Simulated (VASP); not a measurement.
# TePb (R3m) in VASP: relaxation of cell and atoms with PBE

Aim: the relaxation of cell and atoms of TePb with PBE.

Program: VASP 6.6.1. These are calculated values, not measurements. Logs are shortened: lines on timing, memory, paths and dates and some standing lists are left out, and cuts for length are marked.

## Step 1: The cell of the first run

It takes space group R3m (No. 160, trigonal). The conventional cell has a = 4.486 Å, b = 4.486 Å, c = 11.820 Å, α = 90.00°, β = 90.00°, γ = 120.00°. Within 4.0 Å of Pb (site symmetry 3m) lie 6 Te at 3.01 to 3.53 Å. Te (site symmetry 3m) has 6 Pb at 3.01 to 3.53 Å within 4.0 Å.

## Step 2: Relaxation of cell and atoms, PBE

Contents of INCAR:

```
SYSTEM = TePb
  PREC = Accurate
  ENCUT = 600
  EDIFF = 1E-7
  ISMEAR = -1
  SIGMA = 0.02
  LREAL = .FALSE.
  LASPH = .TRUE.
  NELM = 60
  ALGO = Normal
  ISIF = 3
  LWAVE = .FALSE.
  LCHARG = .FALSE.
  GGA = PE
  IBRION = 2
  NSW = 80
  EDIFFG = -0.005
```

Contents of KPOINTS:

```
regular mesh
0
G
  6 6 6
  0 0 0
```

Contents of POSCAR:

```
TePb
1.0
    2.2430120200      1.2950035900      3.9399021600
   -2.2430120200      1.2950035900      3.9399021600
    0.0000000000     -2.5900071900      3.9399021600
Pb Te
1 1
Direct
    0.9922231900      0.9922231900      0.9922231900
    0.5287768100      0.5287768100      0.5287768100
```

Potentials or basis: VASP PAW PBE potentials, release 64 (Pb_d, Te).

Started as:

```console
$ cat potpaw_PBE.64/Pb_d/POTCAR potpaw_PBE.64/Te/POTCAR > POTCAR
$ mpirun -np 1 vasp_std > vasp.out
```

OUTCAR:

```text
SYSTEM = TePb
   PREC = Accurate
   ENCUT = 600
   EDIFF = 1E-7
   ISMEAR = -1
   LREAL = .FALSE.
   LASPH = .TRUE.
   NELM = 60
   ISIF = 3
   GGA = PE
   IBRION = 2
   NSW = 80
   EDIFFG = -0.005

 ion  position               nearest neighbor table
   1  0.992  0.992  0.992-   2 3.01   2 3.01   2 3.01   2 3.53   2 3.53   2 3.53
   2  0.529  0.529  0.529-   1 3.01   1 3.01   1 3.01   1 3.53   1 3.53   1 3.53

  LATTYP: Found a trigonal (rhomboedric) cell.
 ALAT       =     4.7149725609
 COS(alpha) =     0.5473788353

  Lattice vectors:

 A1 = (   2.2430120200,   1.2950035900,   3.9399021600)
 A2 = (  -2.2430120200,   1.2950035900,   3.9399021600)
 A3 = (   0.0000000000,  -2.5900071900,   3.9399021600)

Analysis of symmetry for initial positions (statically):
=====================================================================
 Subroutine PRICEL returns:
 Original cell was already a primitive cell.

 Routine SETGRP: Setting up the symmetry group for a
 trigonal (rhombohedral) supercell.

 Subroutine GETGRP returns: Found  6 space group operations
 (whereof  6 operations were pure point group operations)
 out of a pool of 12 trial point group operations.

The static configuration has the point symmetry C_3v.

Analysis of symmetry for dynamics (positions and initial velocities):
=====================================================================
 Subroutine PRICEL returns:
 Original cell was already a primitive cell.

 Routine SETGRP: Setting up the symmetry group for a
 trigonal (rhombohedral) supercell.

 Subroutine GETGRP returns: Found  6 space group operations
 (whereof  6 operations were pure point group operations)
 out of a pool of 12 trial point group operations.

The dynamic configuration has the point symmetry C_3v.

 Subroutine INISYM returns: Found  6 space group operations
 (whereof  6 operations are pure point group operations),
 and found     1 'primitive' translations

----------------------------------------------------------------------------------------

                                     Primitive cell

  volume of cell :      68.6656

  direct lattice vectors                    reciprocal lattice vectors
     2.243012020  1.295003590  3.939902160     0.222914543  0.128699772  0.084604470
    -2.243012020  1.295003590  3.939902160    -0.222914543  0.128699772  0.084604470
     0.000000000 -2.590007190  3.939902160     0.000000000 -0.257399543  0.084604470

  length of vectors
     4.714972561  4.714972561  4.714972564     0.270947303  0.270947303  0.270947303

  position of ions in fractional coordinates (direct lattice)
     0.992223190  0.992223190  0.992223190
     0.528776810  0.528776810  0.528776810

  ion indices of the primitive-cell ions
   primitive index   ion index
                 1           1
                 2           2

----------------------------------------------------------------------------------------

 KPOINTS: regular mesh

Automatic generation of k-mesh.
 Grid dimensions read from file:
 generate k-points for:    6    6    6

 Generating k-lattice:

  Cartesian coordinates                     Fractional coordinates (reciprocal lattice)
     0.037152424  0.021449962  0.014100745     0.166666667 -0.000000000 -0.000000000
    -0.037152424  0.021449962  0.014100745    -0.000000000  0.166666667 -0.000000000
     0.000000000 -0.042899924  0.014100745     0.000000000  0.000000000  0.166666667

  Length of vectors
     0.045157884  0.045157884  0.045157884

  Shift w.r.t. Gamma in fractional coordinates (k-lattice)
     0.000000000  0.000000000  0.000000000

 Subroutine IBZKPT returns following result:
 ===========================================

 Found     32 irreducible k-points:

 Following reciprocal coordinates:
            Coordinates               Weight
  0.000000  0.000000  0.000000      1.000000
  0.166667 -0.000000 -0.000000      6.000000
  0.333333 -0.000000 -0.000000      6.000000
  0.500000 -0.000000  0.000000      3.000000
  0.166667  0.166667 -0.000000      6.000000
  0.333333  0.166667  0.000000     12.000000
[... 16 lines left out ...]
  0.500000  0.500000  0.166667      6.000000
 -0.333333  0.500000  0.166667     12.000000
 [... further k-points ...]
   k-points           NKPTS =     32   k-points in BZ     NKDIM =     32   number of bands    NBANDS=     14
   number of dos      NEDOS =    301   number of ions     NIONS =      2
   total plane-waves  NPLWV =  64000
   dimension x,y,z NGX =    40 NGY =   40 NGZ =   40
   dimension x,y,z NGXF=    80 NGYF=   80 NGZF=   80
   ions per type =               1   1
   NGX,Y,Z   is equivalent  to a cutoff of  14.10, 14.10, 14.10 a.u.
   NGXF,Y,Z  is equivalent  to a cutoff of  28.21, 28.21, 28.21 a.u.
 SYSTEM =  TePb
   PREC   = accura    normal or accurate (medium, high low for compatibility)
   ISTART =      0    job   : 0-new  1-cont  2-samecut
   ICHARG =      2    charge: 1-file 2-atom 10-const
   ISPIN  =      1    spin polarized calculation?
   LNONCOLLINEAR =      F non collinear calculations
   LSORBIT =      F    spin-orbit coupling
   LASPH  =      T    aspherical Exc in radial PAW
   ENCUT  =  600.0 eV  44.10 Ry    6.64 a.u.   9.42  9.42  9.42*2*pi/ulx,y,z
   NELM   =     60;   NELMIN=  2; NELMDL= -5     # of ELM steps
   EDIFF  = 0.1E-06   stopping-criterion for ELM
   LREAL  =      F    real-space projection
   EDIFFG = -.5E-02   stopping-criterion for IOM
   NSW    =     80    number of steps for IOM
   IBRION =      2    ionic relax: 0-MD 1-quasi-New 2-CG
   NFREE  =      1    steps in history (QN), initial steepest desc. (CG)
   ISIF   =      3    stress and relaxation
   ISYM   =      2    0-nonsym 1-usesym 2-fastsym
   POTIM  = 0.5000    time-step for ionic-motion
   TEBEG  =    0.0;   TEEND  =   0.0 temperature during run
   PSTRESS=    0.0 pullay stress
   NELECT =      20.0000    total number of electrons
   NUPDOWN=      -1.0000    fix difference up-down
   EMIN   =  10.00;   EMAX   =-10.00  energy-range for DOS
   EFERMI =   0.00;   METHOD = LEGACY
   ISMEAR =    -1;   SIGMA  =   0.02  broadening in eV -4-tet -1-fermi 0-gaus
   EFERMI_NEDOS =   21; number of points for ismear=-14 and -15
   IALGO  =     38    algorithm
   IMIX   =      4    mixing-type and parameters
     AMIX     =   0.40;   BMIX     =  1.00
     AMIX_MAG =   1.60;   BMIX_MAG =  1.00
  volume/ion in A,a.u.               =      34.33       231.69
  Fermi-wavevector in a.u.,A,eV,Ry     =   1.085188  2.050708 16.022676  1.177633
  Thomas-Fermi vector in A             =   2.221296
   LORBIT       =      0    0 simple, 1 ext, 2 COOP (PROOUT), +10 PAW based schemes
   GGA     = PE    functional components
   LHFCALC =     F    Hartree Fock is set to
   AEXX    =    0.0000 exact exchange contribution
   IVDW    =     0    specifies the selected vdW correction
   LEPSILON=     F    determine dielectric tensor
   LRPA    =     F    only Hartree local field effects (RPA)
 conjugate gradient relaxation of ions
 non-spin polarized calculation
  energy-cutoff  :      600.00
  volume of cell :       68.67
 maximum number of plane-waves:      2306
 NGX is ok and might be reduce to    40
   NGX = 19   NGY = 19   NGZ = 19

--------------------------------------- Ionic step        1  -------------------------------------------

 number of electron      20.0000000 magnetization

 Free energy of the ion-electron system (eV)
  ---------------------------------------------------
  ext. energy  EPLUGINS =         0.00000000
  ---------------------------------------------------
  free energy    TOTEN  =        -7.41782190 eV

  energy without entropy =       -7.41782190  energy(sigma->0) =       -7.41782190

------------------------ aborting loop because EDIFF is reached ----------------------------------------

  FORCE on cell =-STRESS in cart. coord.  units (eV):
  Direction    XX          YY          ZZ          XY          YZ          ZX
  --------------------------------------------------------------------------------------
  -------------------------------------------------------------------------------------
  Total        1.7022939      1.7022939      1.2105257      0.0000000     -0.0000000      0.0000000
  in kB       39.7196901     39.7196901     28.2452447      0.0000000     -0.0000000      0.0000000
  external PRESSURE =      35.8948750 kB  Pullay stress =       0.0000000 kB
[... 89 lines left out ...]
  FREE ENERGIE OF THE ION-ELECTRON SYSTEM (eV)
  ---------------------------------------------------
  free  energy   TOTEN  =        -7.4937287954 eV

  energy  without entropy=       -7.4937287954  energy(sigma->0) =       -7.49372880

 E-fermi :   4.8431     XC(G=0):  -8.8586

 val. band max:        4.4176395997   @ k =   0.3333   0.1667   0.1667
 cond. band min:       5.4953383727   @ k =   0.5000  -0.0000   0.0000
 fundamental gap:      1.0776987730
 Fermi energy:         4.8430954885

 k-point     1 :       0.0000    0.0000    0.0000
  band No.  band energies     occupation
      1     -12.0215      2.00000
      2     -12.0215      2.00000
      3     -12.0127      2.00000
      4     -12.0076      2.00000
      5     -12.0076      2.00000
      6      -6.9372      2.00000
      7      -1.2300      2.00000
      8       3.3592      2.00000
      9       3.5103      2.00000
     10       3.5103      2.00000
     11       7.8803      0.00000
     12       8.3359      0.00000
     13       8.3359      0.00000
     14      10.8258      0.00000
[... 379 lines left out ...]
      3     -12.0102      2.00000
      4     -11.9978      2.00000
      5     -11.9912      2.00000
      6      -5.4753      2.00000
      7      -3.0877      2.00000
      8       1.0234      2.00000
      9       1.7305      2.00000
     10       3.5032      2.00000
     11       7.2781      0.00000
     12       8.8544      0.00000
     13      10.1214      0.00000
     14      10.5926      0.00000

 [... further k-points ...]

[... ionic steps 4 to 25 ...]

--------------------------------------- Ionic step       26  -------------------------------------------

 number of electron      19.9999999 magnetization

------------------------ aborting loop because EDIFF is reached ----------------------------------------
[... 67 lines left out ...]
--------------------------------------- Ionic step       28  -------------------------------------------

 number of electron      19.9999999 magnetization

 Free energy of the ion-electron system (eV)
  ---------------------------------------------------
  ext. energy  EPLUGINS =         0.00000000
  ---------------------------------------------------
  free energy    TOTEN  =        -7.52354370 eV

  energy without entropy =       -7.52354370  energy(sigma->0) =       -7.52354370

 E-fermi :   5.4131     XC(G=0):  -9.0808

 val. band max:        4.9968744498   @ k =   0.5000  -0.0000   0.0000
 cond. band min:       5.8313971736   @ k =   0.5000  -0.0000   0.0000
 fundamental gap:      0.8345227238
 Fermi energy:         5.4131392856

 k-point     1 :       0.0000    0.0000    0.0000
  band No.  band energies     occupation
      1     -11.6450      2.00000
      2     -11.6450      2.00000
      3     -11.6393      2.00000
      4     -11.6391      2.00000
      5     -11.6391      2.00000
      6      -6.6191      2.00000
      7      -0.7111      2.00000
      8       3.8414      2.00000
      9       3.8414      2.00000
     10       3.8422      2.00000
     11       9.0182      0.00000
     12       9.0232      0.00000
     13       9.0232      0.00000
     14      10.9144      0.00000
[... 420 lines left out ...]
  FREE ENERGIE OF THE ION-ELECTRON SYSTEM (eV)
  ---------------------------------------------------
  free  energy   TOTEN  =        -7.5235437001 eV

  energy  without entropy=       -7.5235437001  energy(sigma->0) =       -7.52354370

 reached required accuracy - stopping structural energy minimisation
```

Run time: 9.8 min. Hardware: 1 thread of Intel Xeon Platinum 8259CL at 2.50GHz (Skylake/Cascade Lake), shared host; peak memory 0.27 GiB.

Results:

* Free energy: -7.5235 eV
* Relaxed volume: 35.43 Å³/atom
* Relaxed cell: a = 4.645 Å, b = 4.645 Å, c = 4.645 Å, α = 59.99°, β = 59.99°, γ = 59.99°
* Space group after relaxing (to 0.1 Å): Fm-3m (No. 225)
* Energy gained by relaxing: 52.9 meV/atom
* Ionic steps: 28
* Pressure after relaxing: 0.0 GPa
* Band gap on the k mesh: 0.83 eV

Step by step:
| step | energy change (eV) | largest force (eV/Å) | pressure (GPa) | volume (Å³) |
| --- | --- | --- | --- | --- |
| 1 | 0.0000 | 0.6561 | 3.59 | 68.67 |
| 2 | -0.0676 | 0.0573 | -1.30 | 76.59 |
| 3 | -0.0759 | 0.1844 | -0.26 | 74.44 |
| 4 | -0.0806 | 0.1696 | -0.21 | 74.01 |
| 5 | -0.0917 | 0.1340 | 0.01 | 72.72 |
| 6 | -0.0994 | 0.0917 | 0.80 | 70.15 |
| 7 | -0.1023 | 0.0634 | 0.49 | 70.51 |
| 8 | -0.1042 | 0.0177 | -0.19 | 71.44 |
| 9 | -0.1044 | 0.0253 | -0.05 | 71.23 |
| 10 | -0.1044 | 0.0261 | -0.03 | 71.21 |
| 11 | -0.1046 | 0.0236 | -0.03 | 71.19 |
| 12 | -0.1052 | 0.0164 | -0.02 | 71.14 |
| 13 | -0.1052 | 0.0048 | 0.00 | 71.03 |
| 14 | -0.1053 | 0.0105 | -0.01 | 71.09 |
| 15 | -0.1054 | 0.0101 | 0.00 | 71.06 |
| 16 | -0.1054 | 0.0096 | 0.03 | 70.98 |
| 17 | -0.1055 | 0.0090 | 0.10 | 70.81 |
| 18 | -0.1055 | 0.0087 | 0.10 | 70.82 |
| 19 | -0.1055 | 0.0081 | 0.09 | 70.83 |
| 20 | -0.1056 | 0.0070 | 0.06 | 70.86 |
| 21 | -0.1056 | 0.0050 | 0.02 | 70.91 |
| 22 | -0.1056 | 0.0023 | -0.07 | 71.03 |
| 23 | -0.1056 | 0.0038 | -0.02 | 70.97 |
| 24 | -0.1056 | 0.0030 | -0.03 | 70.96 |
| 25 | -0.1057 | 0.0025 | -0.01 | 70.92 |
| 26 | -0.1057 | 0.0016 | 0.02 | 70.84 |
| 27 | -0.1057 | 0.0013 | 0.03 | 70.81 |
| 28 | -0.1057 | 0.0008 | 0.00 | 70.86 |

Final structure:
```
Pb Te
1.0
     2.32223    1.34074    3.79294
    -2.32223    1.34074    3.79294
     0.00000   -2.68148    3.79294
Pb Te
1 1
Direct
  0.00907 0.00907 0.00907
  0.51193 0.51193 0.51193
```

Caveat: spin-orbit coupling is left out, which moves the levels of the heavy elements. A k mesh can miss the band edges.
